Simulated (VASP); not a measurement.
Here is a VASP 6.6.1 calculation.

INCAR

```
SYSTEM = Cs
PREC = Accurate
ENCUT = 520
EDIFF = 1E-6
ISMEAR = -1
SIGMA = 0.05
LREAL = .False.
LASPH = .True.
NELM = 100
ALGO = Normal
ISIF = 2
LWAVE = .False.
LCHARG = .False.
GGA = PE
NBANDS = 10
```

KPOINTS

```
regular mesh
0
Gamma
  9 9 9
  0 0 0
```

Contents of POSCAR:

```
Cs
1.0
    0.0000000000      3.8769736737      3.8769736737
    3.8769736737      0.0000000000      3.8769736737
    3.8769736737      3.8769736737      0.0000000000
Cs
1
Direct
    0.0000000000      0.0000000000      0.0000000000
```

Potentials or basis: VASP PAW PBE potentials, release 64 (Cs_sv).

The run is started by

```console
$ cat potpaw_PBE.64/Cs_sv/POTCAR > POTCAR
$ mpirun -np 1 vasp_std > vasp.out
```

Q: Estimate the pressure.

A: 0.0 GPa.
